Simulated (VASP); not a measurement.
# Ti (P6_3/mmc) in VASP: single point with RPBE

Aim: the single point of Ti with RPBE.

All numbers are computed with VASP 6.6.1; they aren't measurements. Logs are shortened: lines on timing, memory, paths and dates and some standing lists are left out, and cuts for length are marked.

### Step 1. The cell of the first run

It takes space group P6_3/mmc (No. 194, hexagonal). Conventional cell: a = 2.844 Å, b = 2.844 Å, c = 4.499 Å, α = 90.00°, β = 90.00°, γ = 120.00°. Ti (site symmetry -6m2) has 12 Ti at 2.79 to 2.84 Å within 3.7 Å.

### Step 2. Single point, RPBE, collinear spin (15.76 Å³/atom)

Input file INCAR:

```
SYSTEM = Ti
  PREC = Accurate
  ENCUT = 520
  EDIFF = 1E-6
  ISMEAR = -1
  SIGMA = 0.05
  LREAL = .FALSE.
  LASPH = .TRUE.
  NELM = 150
  ALGO = Normal
  ISIF = 2
  LWAVE = .FALSE.
  LCHARG = .FALSE.
  ISPIN = 2
  MAGMOM = 1 1
  LORBIT = 11
  LMAXMIX = 4
  GGA = RP
  NBANDS = 23
```

Input file KPOINTS:

```
regular mesh
0
G
  20 20 11
  0 0 0
```

Input file POSCAR:

```
Ti
1.0
    2.8437143969      0.0000000000      0.0000000000
   -1.4218571985      2.4627289088      0.0000000000
    0.0000000000      0.0000000000      4.4993843935
Ti
2
Direct
    0.3333333333      0.6666666667      0.2500000000
    0.6666666667      0.3333333333      0.7500000000
```

Potentials or basis: VASP PAW PBE potentials, release 64 (Ti_sv).

On the command line:

```sh
$ cat potpaw_PBE.64/Ti_sv/POTCAR > POTCAR
$ mpirun -np 1 vasp_std > vasp.out
```

OUTCAR:

```text
SYSTEM = Ti
   PREC = Accurate
   ENCUT = 520
   EDIFF = 1E-6
   ISMEAR = -1
   LREAL = .FALSE.
   LASPH = .TRUE.
   NELM = 150
   ISIF = 2
   ISPIN = 2
   LORBIT = 11
   GGA = RP

 ion  position               nearest neighbor table
   1  0.333  0.667  0.250-   2 2.79   2 2.79   2 2.79   2 2.79   2 2.79   2 2.79
   2  0.667  0.333  0.750-   1 2.79   1 2.79   1 2.79   1 2.79   1 2.79   1 2.79

  LATTYP: Found a hexagonal cell.
 ALAT       =     2.8437143969
 C/A-ratio  =     1.5822209145

  Lattice vectors:

 A1 = (   2.8437143969,   0.0000000000,   0.0000000000)
 A2 = (  -1.4218571985,   2.4627289088,   0.0000000000)
 A3 = (   0.0000000000,   0.0000000000,   4.4993843935)

Analysis of symmetry for initial positions (statically):
=====================================================================
 Subroutine PRICEL returns:
 Original cell was already a primitive cell.

 Routine SETGRP: Setting up the symmetry group for a
 hexagonal supercell.

 Subroutine GETGRP returns: Found 24 space group operations
 (whereof 12 operations were pure point group operations)
 out of a pool of 24 trial point group operations.

The static configuration has the point symmetry D_3d.
 The point group associated with its full space group is D_6h.

Analysis of symmetry for dynamics (positions and initial velocities):
=====================================================================
 Subroutine PRICEL returns:
 Original cell was already a primitive cell.

 Routine SETGRP: Setting up the symmetry group for a
 hexagonal supercell.

 Subroutine GETGRP returns: Found 24 space group operations
 (whereof 12 operations were pure point group operations)
 out of a pool of 24 trial point group operations.

The dynamic configuration has the point symmetry D_3d.
 The point group associated with its full space group is D_6h.

Analysis of structural, dynamic, and magnetic symmetry:
=====================================================================
 Subroutine PRICEL returns:
 Original cell was already a primitive cell.

 Routine SETGRP: Setting up the symmetry group for a
 hexagonal supercell.

 Subroutine GETGRP returns: Found 24 space group operations
 (whereof 12 operations were pure point group operations)
 out of a pool of 24 trial point group operations.

The overall configuration has the point symmetry D_3d.
 The point group associated with its full space group is D_6h.

 Subroutine INISYM returns: Found 24 space group operations
 (whereof 12 operations are pure point group operations),
 and found     1 'primitive' translations

----------------------------------------------------------------------------------------

                                     Primitive cell

  volume of cell :      31.5105

  direct lattice vectors                    reciprocal lattice vectors
     2.843714397  0.000000000  0.000000000     0.351652754  0.203026812  0.000000000
    -1.421857198  2.462728909  0.000000000     0.000000000  0.406053625  0.000000000
     0.000000000  0.000000000  4.499384393     0.000000000  0.000000000  0.222252627

  length of vectors
     2.843714397  2.843714397  4.499384393     0.406053625  0.406053625  0.222252627

  position of ions in fractional coordinates (direct lattice)
     0.333333333  0.666666667  0.250000000
     0.666666667  0.333333333  0.750000000

  ion indices of the primitive-cell ions
   primitive index   ion index
                 1           1
                 2           2

----------------------------------------------------------------------------------------

 KPOINTS: regular mesh

Automatic generation of k-mesh.
 Grid dimensions read from file:
 generate k-points for:   20   20   11

 Generating k-lattice:

  Cartesian coordinates                     Fractional coordinates (reciprocal lattice)
     0.017582638  0.010151341  0.000000000     0.050000000  0.000000000  0.000000000
     0.000000000  0.020302681  0.000000000     0.000000000  0.050000000  0.000000000
     0.000000000  0.000000000  0.020204784     0.000000000  0.000000000  0.090909091

  Length of vectors
     0.020302681  0.020302681  0.020204784

  Shift w.r.t. Gamma in fractional coordinates (k-lattice)
     0.000000000  0.000000000  0.000000000

 Subroutine IBZKPT returns following result:
 ===========================================

 Found    264 irreducible k-points:

 Following reciprocal coordinates:
            Coordinates               Weight
  0.000000  0.000000  0.000000      1.000000
  0.050000  0.000000  0.000000      6.000000
  0.100000  0.000000  0.000000      6.000000
  0.150000  0.000000  0.000000      6.000000
  0.200000  0.000000  0.000000      6.000000
  0.250000  0.000000  0.000000      6.000000
[... 16 lines left out ...]
  0.200000  0.100000  0.000000     12.000000
  0.250000  0.100000  0.000000     12.000000
 [... further k-points ...]
   k-points           NKPTS =    264   k-points in BZ     NKDIM =    264   number of bands    NBANDS=     23
   number of dos      NEDOS =    301   number of ions     NIONS =      2
   total plane-waves  NPLWV =  20736
   dimension x,y,z NGX =    24 NGY =   24 NGZ =   36
   dimension x,y,z NGXF=    48 NGYF=   48 NGZF=   72
   ions per type =               2
   NGX,Y,Z   is equivalent  to a cutoff of  14.03, 14.03, 13.30 a.u.
   NGXF,Y,Z  is equivalent  to a cutoff of  28.06, 28.06, 26.60 a.u.
 SYSTEM =  Ti
   PREC   = accura    normal or accurate (medium, high low for compatibility)
   ISTART =      0    job   : 0-new  1-cont  2-samecut
   ICHARG =      2    charge: 1-file 2-atom 10-const
   ISPIN  =      2    spin polarized calculation?
   LNONCOLLINEAR =      F non collinear calculations
   LSORBIT =      F    spin-orbit coupling
   LASPH  =      T    aspherical Exc in radial PAW
   ENCUT  =  520.0 eV  38.22 Ry    6.18 a.u.   5.29  5.29  8.37*2*pi/ulx,y,z
   NELM   =    150;   NELMIN=  2; NELMDL= -5     # of ELM steps
   EDIFF  = 0.1E-05   stopping-criterion for ELM
   LREAL  =      F    real-space projection
   EDIFFG = 0.1E-04   stopping-criterion for IOM
   NSW    =      0    number of steps for IOM
   IBRION =     -1    ionic relax: 0-MD 1-quasi-New 2-CG
   NFREE  =      0    steps in history (QN), initial steepest desc. (CG)
   ISIF   =      2    stress and relaxation
   ISYM   =      2    0-nonsym 1-usesym 2-fastsym
   POTIM  = 0.5000    time-step for ionic-motion
   TEBEG  =    0.0;   TEEND  =   0.0 temperature during run
   PSTRESS=    0.0 pullay stress
   NELECT =      24.0000    total number of electrons
   NUPDOWN=      -1.0000    fix difference up-down
   EMIN   =  10.00;   EMAX   =-10.00  energy-range for DOS
   EFERMI =   0.00;   METHOD = LEGACY
   ISMEAR =    -1;   SIGMA  =   0.05  broadening in eV -4-tet -1-fermi 0-gaus
   EFERMI_NEDOS =   21; number of points for ismear=-14 and -15
   IALGO  =     38    algorithm
   IMIX   =      4    mixing-type and parameters
     AMIX     =   0.40;   BMIX     =  1.00
     AMIX_MAG =   1.60;   BMIX_MAG =  1.00
  volume/ion in A,a.u.               =      15.76       106.32
  Fermi-wavevector in a.u.,A,eV,Ry     =   1.495065  2.825263 30.411998  2.235219
  Thomas-Fermi vector in A             =   2.607257
   LORBIT       =     11    0 simple, 1 ext, 2 COOP (PROOUT), +10 PAW based schemes
   GGA     = RP    functional components
   LHFCALC =     F    Hartree Fock is set to
   AEXX    =    0.0000 exact exchange contribution
   IVDW    =     0    specifies the selected vdW correction
   LEPSILON=     F    determine dielectric tensor
   LRPA    =     F    only Hartree local field effects (RPA)
 spin polarized calculation
  energy-cutoff  :      520.00
  volume of cell :       31.51
 maximum number of plane-waves:       868
 NGX is ok and might be reduce to    24
   NGX = 11   NGY = 11   NGZ = 17

 number of electron      24.0000004 magnetization      -0.0005161

 number of electron      24.0000004 magnetization       0.0000941

 Free energy of the ion-electron system (eV)
  ---------------------------------------------------
  ext. energy  EPLUGINS =         0.00000000
  ---------------------------------------------------
  free energy    TOTEN  =       -14.69024612 eV

  energy without entropy =      -14.67490648  energy(sigma->0) =      -14.68257630

 E-fermi :   9.5352     XC(G=0): -11.8582

 val. band max:        9.5341932844   @ k =   0.3500   0.2500   0.2727
 cond. band min:       9.5361749047   @ k =   0.4000   0.1500   0.3636
 fundamental gap:      0.0019816203
 Fermi energy:         9.5351508366

 spin component 1

 k-point     1 :       0.0000    0.0000    0.0000
  band No.  band energies     occupation
      1     -47.3205      1.00000
      2     -47.1203      1.00000
      3     -23.9591      1.00000
      4     -23.1016      1.00000
      5     -23.1016      1.00000
      6     -22.9988      1.00000
[... 15 lines left out ...]
     22      24.6040      0.00000
     23      27.5386      0.00000
[... 575 lines left out ...]
      1     -47.2101      1.00000
      2     -47.0865      1.00000
      3     -23.7112      1.00000
      4     -23.5168      1.00000
      5     -23.4112      1.00000
      6     -23.2335      1.00000
[... 15 lines left out ...]
     22      20.6710      0.00000
     23      22.6723      0.00000

 [... further k-points ...]

 spin component 2

 k-point     1 :       0.0000    0.0000    0.0000
  band No.  band energies     occupation
      1     -47.3204      1.00000
      2     -47.1202      1.00000
      3     -23.9590      1.00000
      4     -23.1015      1.00000
      5     -23.1015      1.00000
      6     -22.9987      1.00000
[... 15 lines left out ...]
     22      24.6042      0.00000
     23      27.5371      0.00000
[... 575 lines left out ...]
      1     -47.2100      1.00000
      2     -47.0863      1.00000
      3     -23.7110      1.00000
      4     -23.5167      1.00000
      5     -23.4111      1.00000
      6     -23.2334      1.00000
[... 15 lines left out ...]
     22      20.6711      0.00000
     23      22.6723      0.00000

 [... further k-points ...]

------------------------ aborting loop because EDIFF is reached ----------------------------------------

  FORCE on cell =-STRESS in cart. coord.  units (eV):
  Direction    XX          YY          ZZ          XY          YZ          ZX
  --------------------------------------------------------------------------------------
  -------------------------------------------------------------------------------------
  Total        3.1965138      3.1965138      3.2644175     -0.0000000     -0.0000000      0.0000000
  in kB      162.5292320    162.5292320    165.9818468     -0.0000000     -0.0000000      0.0000000
  external PRESSURE =     163.6801036 kB  Pullay stress =       0.0000000 kB

 VOLUME and BASIS-vectors are now :
 -----------------------------------------------------------------------------
  energy-cutoff  :      520.00
  volume of cell :       31.51
      direct lattice vectors                 reciprocal lattice vectors
     2.843714397  0.000000000  0.000000000     0.351652754  0.203026812  0.000000000
    -1.421857198  2.462728909  0.000000000     0.000000000  0.406053625  0.000000000
     0.000000000  0.000000000  4.499384393     0.000000000  0.000000000  0.222252627

 POSITION                                       TOTAL-FORCE (eV/Angst)
 -----------------------------------------------------------------------------------
     -0.00000      1.64182      1.12485        -0.000000      0.000000      0.000000
      1.42186      0.82091      3.37454         0.000000      0.000000      0.000000
 -----------------------------------------------------------------------------------
    total drift:                               -0.000000      0.000000     -0.000000

  FREE ENERGIE OF THE ION-ELECTRON SYSTEM (eV)
  ---------------------------------------------------
  free  energy   TOTEN  =       -14.6902461155 eV

  energy  without entropy=      -14.6749064806  energy(sigma->0) =      -14.68257630

 total charge

# of ion       s       p       d       tot
------------------------------------------
    1        2.269   6.142   1.952  10.363
    2        2.269   6.142   1.952  10.363
--------------------------------------------------
tot          4.538  12.283   3.904  20.725

 magnetization (x)

# of ion       s       p       d       tot
------------------------------------------
    1       -0.000   0.000   0.000  -0.000
    2       -0.000   0.000   0.000  -0.000
--------------------------------------------------
tot         -0.000   0.000   0.000  -0.000
```

It took 4.7 min on 1 thread of Intel Xeon Platinum 8259CL at 2.50GHz (Skylake/Cascade Lake), shared host; peak memory 0.36 GiB.

What came out:

```yaml
Free_energy: -14.6902 eV
Pressure: 16.4 GPa
Band_gap_on_the_k_mesh: zero (filled and empty bands overlap)
Net_moment: 0.00 μB per cell
Valence_electrons_inside_the_program's_atomic_spheres: Ti 10.36
```

Stress tensor (GPa, compression positive):
```
16.25  0.00  0.00
 0.00 16.25  0.00
 0.00  0.00 16.60
```

Caveat: the cell stands under pressure; the PAW data sets were made with another functional, which shifts forces and pressure a little.
